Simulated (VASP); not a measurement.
# ZnO (P6_3mc) in VASP: a series of runs, part 2 of 2

VASP 6.6.1. Earlier steps stand in the parts before.

## (4) Single point, r2SCAN

This run uses another cell than the first one, of 11.32 Å³/atom.

The input, POSCAR:

```
ZnO
1.0
    3.1903849573      0.0000000000      0.0000000000
   -1.5951924787      2.7629544209      0.0000000000
    0.0000000000      0.0000000000      5.1358318984
Zn O
2 2
Direct
    0.3333333333      0.6666666667      0.4996102207
    0.6666666667      0.3333333333     -0.0003897793
    0.6666666667      0.3333333333      0.3793997793
    0.3333333333      0.6666666667      0.8793997793
```

The input, INCAR.step1:

```
PREC = Accurate
ENCUT = 520
ISMEAR = 0
SIGMA = 0.01
LREAL = F
LASPH = T
NELM = 100
NBANDS = 26
GGA = PE
ALGO = Normal
EDIFF = 1E-4
LWAVE = T
LCHARG = F
```

The input, INCAR.step2:

```
PREC = Accurate
ENCUT = 520
EDIFF = 1E-7
ISMEAR = 0
SIGMA = 0.01
LREAL = F
LASPH = T
NELM = 100
ALGO = Normal
ISIF = 2
LWAVE = F
LCHARG = F
METAGGA = R2SCAN
LMIXTAU = T
NBANDS = 26
ISTART = 1
```

The input, KPOINTS:

```
Automatic mesh
0
Gamma
  8 8 4
```

Potentials or basis: VASP PAW PBE potentials, release 64 (Zn, O).

The run is started by

```console
$ cat potpaw_PBE.64/Zn/POTCAR potpaw_PBE.64/O/POTCAR > POTCAR
$ cp INCAR.step1 INCAR
$ mpirun -np 1 vasp_std > vasp.out
$ cp INCAR.step2 INCAR
$ mpirun -np 1 vasp_std > vasp.out
```

OUTCAR:

```text
PREC = Accurate
   ENCUT = 520
   EDIFF = 1E-7
   ISMEAR = 0
   LREAL = F
   LASPH = T
   NELM = 100
   ISIF = 2
   METAGGA = R2SCAN
   ISTART = 1

 ion  position               nearest neighbor table
   1  0.333  0.667  0.500-   3 1.94   3 1.94   3 1.94   4 1.95
   2  0.667  0.333  1.000-   4 1.94   4 1.94   4 1.94   3 1.95
   3  0.667  0.333  0.379-   1 1.94   1 1.94   1 1.94   2 1.95
   4  0.333  0.667  0.879-   2 1.94   2 1.94   2 1.94   1 1.95

  LATTYP: Found a hexagonal cell.
 ALAT       =     3.1903849573
 C/A-ratio  =     1.6097843888

  Lattice vectors:

 A1 = (   3.1903849573,   0.0000000000,   0.0000000000)
 A2 = (  -1.5951924787,   2.7629544209,   0.0000000000)
 A3 = (   0.0000000000,   0.0000000000,   5.1358318984)

Analysis of symmetry for initial positions (statically):
=====================================================================
 Subroutine PRICEL returns:
 Original cell was already a primitive cell.

 Routine SETGRP: Setting up the symmetry group for a
 hexagonal supercell.

 Subroutine GETGRP returns: Found 12 space group operations
 (whereof  6 operations were pure point group operations)
 out of a pool of 24 trial point group operations.

The static configuration has the point symmetry C_3v.
 The point group associated with its full space group is C_6v.

Analysis of symmetry for dynamics (positions and initial velocities):
=====================================================================
 Subroutine PRICEL returns:
 Original cell was already a primitive cell.

 Routine SETGRP: Setting up the symmetry group for a
 hexagonal supercell.

 Subroutine GETGRP returns: Found 12 space group operations
 (whereof  6 operations were pure point group operations)
 out of a pool of 24 trial point group operations.

The dynamic configuration has the point symmetry C_3v.
 The point group associated with its full space group is C_6v.

 Subroutine INISYM returns: Found 12 space group operations
 (whereof  6 operations are pure point group operations),
[... 119 lines left out ...]
     AMIX     =   0.40;   BMIX     =  1.00
     AMIX_MAG =   1.60;   BMIX_MAG =  1.00
  volume/ion in A,a.u.               =      11.32        76.38
  Fermi-wavevector in a.u.,A,eV,Ry     =   1.516700  2.866148 31.298570  2.300380
  Thomas-Fermi vector in A             =   2.626055
   LORBIT       =      0    0 simple, 1 ext, 2 COOP (PROOUT), +10 PAW based schemes
   METAGGA = R2SCAN    functional components
   LHFCALC =     F    Hartree Fock is set to
   AEXX    =    0.0000 exact exchange contribution
   IVDW    =     0    specifies the selected vdW correction
   LEPSILON=     F    determine dielectric tensor
   LRPA    =     F    only Hartree local field effects (RPA)
 non-spin polarized calculation
 Gauss-broadening in eV      SIGMA  =   0.01
  energy-cutoff  :      520.00
  volume of cell :       45.27
 maximum number of plane-waves:      1235
 NGX is ok and might be reduce to    24
   NGX = 11   NGY = 11   NGZ = 19

 number of electron      35.9999990 magnetization

 Free energy of the ion-electron system (eV)
  ---------------------------------------------------
  ext. energy  EPLUGINS =         0.00000000
  ---------------------------------------------------
  free energy    TOTEN  =       -36.26142291 eV

  energy without entropy =      -36.26142291  energy(sigma->0) =      -36.26142291

 E-fermi :   1.4173     XC(G=0): -11.9572

 val. band max:        1.3246859218   @ k =   0.0000   0.0000   0.0000
 cond. band min:       2.6250730210   @ k =   0.0000   0.0000   0.0000
 fundamental gap:      1.3003870993
 Fermi energy:         1.4173357858

 k-point     1 :       0.0000    0.0000    0.0000
  band No.  band energies     occupation
      1     -18.1891      2.00000
      2     -17.4263      2.00000
      3      -4.7848      2.00000
      4      -4.7659      2.00000
      5      -4.7659      2.00000
      6      -4.6993      2.00000
[... 685 lines left out ...]
     25      16.1789      0.00000
     26      16.1789      0.00000

 [... further k-points ...]

------------------------ aborting loop because EDIFF is reached ----------------------------------------

  FORCE on cell =-STRESS in cart. coord.  units (eV):
  Direction    XX          YY          ZZ          XY          YZ          ZX
  --------------------------------------------------------------------------------------
  -------------------------------------------------------------------------------------
  Total        2.3188096      2.3188096      2.3702660     -0.0000000     -0.0000000      0.0000000
  in kB       82.0631280     82.0631280     83.8841775     -0.0000000     -0.0000000      0.0000000
  external PRESSURE =      82.6701445 kB  Pullay stress =       0.0000000 kB

 VOLUME and BASIS-vectors are now :
 -----------------------------------------------------------------------------
  energy-cutoff  :      520.00
  volume of cell :       45.27
      direct lattice vectors                 reciprocal lattice vectors
     3.190384957  0.000000000  0.000000000     0.313441799  0.180965707  0.000000000
    -1.595192479  2.762954421  0.000000000     0.000000000  0.361931414  0.000000000
     0.000000000  0.000000000  5.135831898     0.000000000  0.000000000  0.194710423

 POSITION                                       TOTAL-FORCE (eV/Angst)
 -----------------------------------------------------------------------------------
     -0.00000      1.84197      2.56591        -0.000000      0.000000      0.003024
      1.59519      0.92098      5.13383         0.000000     -0.000000      0.003024
      1.59519      0.92098      1.94853         0.000000     -0.000000     -0.003024
     -0.00000      1.84197      4.51645         0.000000      0.000000     -0.003024
 -----------------------------------------------------------------------------------
    total drift:                                0.000001      0.000002     -0.024495

  FREE ENERGIE OF THE ION-ELECTRON SYSTEM (eV)
  ---------------------------------------------------
  free  energy   TOTEN  =       -36.2614229101 eV

  energy  without entropy=      -36.2614229101  energy(sigma->0) =      -36.26142291
```

OUTCAR.step1:

```text
PREC = Accurate
   ENCUT = 520
   ISMEAR = 0
   LREAL = F
[... 928 lines left out ...]
     -0.00000      1.84197      2.56591         0.000000     -0.000000      0.003070
      1.59519      0.92098      5.13383        -0.000000      0.000000      0.003070
      1.59519      0.92098      1.94853        -0.000000     -0.000000     -0.003070
     -0.00000      1.84197      4.51645         0.000000     -0.000000     -0.003070
 -----------------------------------------------------------------------------------
    total drift:                                0.000001      0.000001      0.000858

  FREE ENERGIE OF THE ION-ELECTRON SYSTEM (eV)
  ---------------------------------------------------
  free  energy   TOTEN  =       -17.6739956349 eV

  energy  without entropy=      -17.6739956349  energy(sigma->0) =      -17.67399563
```

It took 56 s on 1 thread of Intel Xeon 6975P-C (Granite Rapids), shared host; peak memory 0.17 GiB.

What came out:

```
Free energy            : -36.2614 eV
Pressure               : 8.3 GPa
Largest force          : 0.003 eV/Å
Band gap on the k mesh : 1.30 eV
```

Forces in eV/Å, atoms in the order of the input:
```
Zn   0.000  0.000  0.003
Zn   0.000  0.000  0.003
O    0.000  0.000 -0.003
O    0.000  0.000 -0.003
```

Levels at points of the mesh, in eV from the valence-band top:
| k point | band 14 | band 15 | band 16 | band 17 | band 18 | band 19 | band 20 | band 21 | band 22 | band 23 |
| --- | --- | --- | --- | --- | --- | --- | --- | --- | --- | --- |
| (0.00, 0.00, 0.00) | -0.87 | -0.87 | -0.11 | 0.00 | 0.00 | 1.30 | 6.04 | 8.99 | 13.95 | 13.95 |
| (0.50, 0.00, 0.00) | -3.75 | -3.00 | -2.48 | -1.38 | -0.93 | 6.62 | 7.42 | 8.14 | 9.61 | 11.63 |
| (0.00, 0.00, 0.50) | -2.28 | -0.43 | -0.43 | -0.43 | -0.43 | 4.04 | 4.04 | 11.01 | 11.01 | 14.25 |
| (0.50, 0.00, 0.50) | -3.88 | -1.65 | -1.65 | -1.49 | -1.49 | 6.32 | 6.32 | 9.44 | 9.44 | 12.19 |

Caveat: the cell stands under pressure; the PAW data sets were made with another functional, which shifts forces and pressure a little.

## (5) Single point, r2SCAN

This run uses another cell than the first one, of 11.52 Å³/atom.

The input, POSCAR:

```
ZnO
1.0
    3.2088718752      0.0000000000      0.0000000000
   -1.6044359376      2.7789645614      0.0000000000
    0.0000000000      0.0000000000      5.1653742064
Zn O
2 2
Direct
    0.3333333333      0.6666666667      0.4995830163
    0.6666666667      0.3333333333     -0.0004169837
    0.6666666667      0.3333333333      0.3794269837
    0.3333333333      0.6666666667      0.8794269837
```

The input, INCAR.step1:

```
PREC = Accurate ; ENCUT = 520
ISMEAR = 0 ; SIGMA = 0.01
LREAL = False ; LASPH = True
NELM = 60 ; NBANDS = 26
GGA = PE ; ALGO = Normal
EDIFF = 1E-4 ; LWAVE = True
LCHARG = False
```

The input, INCAR.step2:

```
PREC = Accurate ; ENCUT = 520
EDIFF = 1E-6 ; ISMEAR = 0
SIGMA = 0.01 ; LREAL = False
LASPH = True ; NELM = 60
ALGO = Normal ; ISIF = 2
LWAVE = False ; LCHARG = True
METAGGA = R2SCAN ; LMIXTAU = True
LELF = True ; LVHAR = True
NBANDS = 26 ; ISTART = 1
```

The input, KPOINTS:

```
regular mesh
0
Gamma
  8 8 4
```

The run is started by

```console
$ cat potpaw_PBE.64/Zn/POTCAR potpaw_PBE.64/O/POTCAR > POTCAR
$ cp INCAR.step1 INCAR
$ mpirun -np 1 vasp_std > vasp.out
$ cp INCAR.step2 INCAR
$ mpirun -np 1 vasp_std > vasp.out
```

It took 47 s on 1 thread of Intel Xeon 6975P-C (Granite Rapids), shared host; peak memory 0.18 GiB.

Results (log left out):

| Quantity | Value |
| --- | --- |
| Free energy | -36.2945 eV |
| Pressure | 5.2 GPa |
| Band gap on the k mesh | 1.27 eV |

Stress tensor (GPa, compression positive):
```
5.10 0.00 0.00
0.00 5.10 0.00
0.00 0.00 5.28
```

Levels at points of the mesh, in eV from the valence-band top:
```
           k point  band 16  band 17  band 18  band 19  band 20  band 21
(0.00, 0.00, 0.00)    -0.10     0.00     0.00     1.27     5.97     8.93
(0.50, 0.00, 0.00)    -2.42    -1.35    -0.91     6.55     7.40     8.12
(0.00, 0.00, 0.50)    -0.42    -0.42    -0.42     4.00     4.00    10.94
(0.50, 0.00, 0.50)    -1.61    -1.46    -1.46     6.29     6.29     9.34
```

Caveat: the cell stands under pressure; the PAW data sets were made with another functional, which shifts forces and pressure a little.

## (6) Summary

```csv
cell,gap on the mesh (eV),pressure (GPa)
"a = 3.148, b = 3.148, c = 5.064 Å, angles 90.0, 90.0, 120.0°, 4 atoms, atomic positions A",1.36,16.6
"a = 3.174, b = 3.174, c = 5.107 Å, angles 90.0, 90.0, 120.0°, 4 atoms, atomic positions B",1.33,11.4
"a = 3.190, b = 3.190, c = 5.136 Å, angles 90.0, 90.0, 120.0°, 4 atoms, atomic positions B",1.30,8.3
"a = 3.209, b = 3.209, c = 5.165 Å, angles 90.0, 90.0, 120.0°, 4 atoms, atomic positions B",1.27,5.2
```

Alike in all rows: task single point; level r2SCAN; potentials or basis VASP PAW PBE potentials, release 64 (Zn, O); no spin polarisation; k mesh 8 × 8 × 4; cutoff (eV) 520; smearing gaussian 0.01 eV.

Caveats: the cell stands under pressure; the PAW data sets were made with another functional, which shifts forces and pressure a little.

Total energies depend on the potentials used, so only differences within one code and one set of settings carry meaning.
